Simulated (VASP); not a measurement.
# W (Fm-3m) in VASP: notebook, part 2 of 2

VASP 6.6.1. Earlier steps stand in the parts before.

## (3) Single point, HSE06

This run uses another cell than the first one, of 16.40 Å³/atom.

POSCAR reads:

```
W
1.0
    0.0000000000      2.0163754284      2.0163754284
    2.0163754284      0.0000000000      2.0163754284
    2.0163754284      2.0163754284      0.0000000000
W
1
Direct
    0.0000000000      0.0000000000      0.0000000000
```

INCAR.step1 reads:

```
ALGO = Normal
EDIFF = 1E-5
ENCUT = 520
GGA = PE
ISIF = 2
ISMEAR = -1
LASPH = T
LCHARG = F
LREAL = F
LWAVE = T
NBANDS = 13
NELM = 100
PREC = Accurate
SIGMA = 0.05
```

INCAR.step2 reads:

```
ALGO = Normal
EDIFF = 1E-6
ENCUT = 520
GGA = PE
HFSCREEN = 0.2079
ISIF = 2
ISMEAR = -1
ISTART = 1
LASPH = T
LCHARG = F
LHFCALC = T
LREAL = F
LWAVE = F
NBANDS = 13
NELM = 100
PREC = Accurate
PRECFOCK = Normal
SIGMA = 0.05
```

KPOINTS reads:

```
k-points
0
Gamma
  6 6 6
```

Potentials or basis: VASP PAW PBE potentials, release 64 (W_sv).

Command:

```sh
> cat potpaw_PBE.64/W_sv/POTCAR > POTCAR
> cp INCAR.step1 INCAR
> mpirun -np 1 vasp_std > vasp.out
> cp INCAR.step2 INCAR
> mpirun -np 1 vasp_std > vasp.out
```

OUTCAR:

```text
EDIFF = 1E-6
   ENCUT = 520
   GGA = PE
   HFSCREEN = 0.2079
   ISIF = 2
   ISMEAR = -1
   ISTART = 1
   LASPH = T
   LHFCALC = T
   LREAL = F
   NELM = 100
   PREC = Accurate
   PRECFOCK = Normal

 ion  position               nearest neighbor table
   1  0.000  0.000  0.000-

  LATTYP: Found a face centered cubic cell.
 ALAT       =     4.0327508568

  Lattice vectors:

 A1 = (   0.0000000000,   2.0163754284,   2.0163754284)
 A2 = (   2.0163754284,   0.0000000000,   2.0163754284)
 A3 = (   2.0163754284,   2.0163754284,   0.0000000000)

Analysis of symmetry for initial positions (statically):
=====================================================================
 Subroutine PRICEL returns:
 Original cell was already a primitive cell.

 Routine SETGRP: Setting up the symmetry group for a
 face centered cubic supercell.

 Subroutine GETGRP returns: Found 48 space group operations
 (whereof 48 operations were pure point group operations)
 out of a pool of 48 trial point group operations.

The static configuration has the point symmetry O_h .

[... 164 lines left out ...]
 k-point     1 :       0.0000    0.0000    0.0000
  band No.  band energies     occupation
      1     -67.5369      2.00000
      2     -29.5950      2.00000
      3     -29.5950      2.00000
      4     -29.5950      2.00000
      5       0.0887      2.00000
      6       9.6435      2.00000
      7       9.6435      2.00000
      8       9.6435      2.00000
      9      13.5834      0.00000
     10      13.5834      0.00000
     11      23.8916      0.00000
     12      29.4738      0.00000
     13      29.4738      0.00000
[... 226 lines left out ...]
  band No.  band energies     occupation
      1     -67.3670      2.00000
      2     -30.6506      2.00000
      3     -30.2586      2.00000
      4     -30.0802      2.00000
      5       5.4017      2.00000
      6       6.2470      2.00000
      7       9.7263      2.00000
      8      13.2117      0.00000
      9      16.7989      0.00000
     10      20.2983      0.00000
     11      21.6754      0.00000
     12      22.7485      0.00000
     13      26.6853      0.00000

------------------------ aborting loop because EDIFF is reached ----------------------------------------

  FORCE on cell =-STRESS in cart. coord.  units (eV):
  Direction    XX          YY          ZZ          XY          YZ          ZX
  --------------------------------------------------------------------------------------
  -------------------------------------------------------------------------------------
  Total       -0.3618884     -0.3618884     -0.3618884     -0.0000000     -0.0000000      0.0000000
  in kB      -35.3623433    -35.3623433    -35.3623433     -0.0000000     -0.0000000      0.0000000
  external PRESSURE =     -35.3623433 kB  Pullay stress =       0.0000000 kB

 VOLUME and BASIS-vectors are now :
 -----------------------------------------------------------------------------
  energy-cutoff  :      520.00
  volume of cell :       16.40
      direct lattice vectors                 reciprocal lattice vectors
     0.000000000  2.016375428  2.016375428    -0.247969695  0.247969695  0.247969695
     2.016375428  0.000000000  2.016375428     0.247969695 -0.247969695  0.247969695
     2.016375428  2.016375428  0.000000000     0.247969695  0.247969695 -0.247969695

 POSITION                                       TOTAL-FORCE (eV/Angst)
 -----------------------------------------------------------------------------------
      0.00000      0.00000      0.00000         0.000000     -0.000000      0.000000
 -----------------------------------------------------------------------------------
    total drift:                               -0.000000     -0.000000     -0.000000

  FREE ENERGIE OF THE ION-ELECTRON SYSTEM (eV)
  ---------------------------------------------------
  free  energy   TOTEN  =       -14.3210038691 eV

  energy  without entropy=      -14.3132068101  energy(sigma->0) =      -14.31710534
```

OSZICAR.step1:

```text
N       E                     dE             d eps       ncg     rms          rms(c)
DAV:   1     0.880885339232E+02    0.88089E+02   -0.74521E+03   416   0.123E+03
DAV:   2    -0.114039110462E+02   -0.99492E+02   -0.95362E+02   461   0.321E+02
DAV:   3    -0.130332175318E+02   -0.16293E+01   -0.16201E+01   461   0.407E+01
DAV:   4    -0.130407108172E+02   -0.74933E-02   -0.74931E-02   461   0.301E+00
DAV:   5    -0.130407842581E+02   -0.73441E-04   -0.73442E-04   461   0.276E-01    0.190E+01
DAV:   6    -0.125406732068E+02    0.50011E+00   -0.42880E-01   446   0.872E+00    0.737E+00
DAV:   7    -0.124239717160E+02    0.11670E+00   -0.19548E-01   431   0.552E+00    0.465E-01
DAV:   8    -0.124208104026E+02    0.31613E-02   -0.37701E-03   421   0.814E-01    0.130E-01
DAV:   9    -0.124205979144E+02    0.21249E-03   -0.20121E-04   481   0.173E-01    0.293E-02
DAV:  10    -0.124206020798E+02   -0.41654E-05   -0.55588E-06   233   0.297E-02
   1 F= -.12420602E+02 E0= -.12410255E+02  d E =-.206937E-01
```

Run time: 7.7 min. Hardware: 1 thread of Intel Xeon Platinum 8559C (Emerald Rapids), shared host; peak memory 0.24 GiB.

Results:

* Free energy: -14.3210 eV
* Pressure: -3.5 GPa
* Band gap on the k mesh: zero (bands 7 and 8 overlap by 3.67 eV)

Levels at points of the mesh, in eV from the Fermi level:
```
           k point  band 4  band 5  band 6  band 7  band 8  band 9  band 10  band 11
(0.00, 0.00, 0.00)  -40.03  -10.35   -0.79   -0.79   -0.79    3.15     3.15    13.46
(0.50, 0.00, 0.00)  -40.20   -6.62   -0.86   -0.86    0.19    5.67     5.67    11.20
(0.50, 0.50, 0.00)  -40.49   -6.34   -5.47    2.88    5.82    6.35     6.35    12.52
```

Caveat: the k points lie up to 0.45 Å⁻¹ apart, too coarse for converged energies and pressures of a metal; the PAW data sets were made with another functional, which shifts forces and pressure a little; spin-orbit coupling is left out, which moves the levels of the heavy elements.
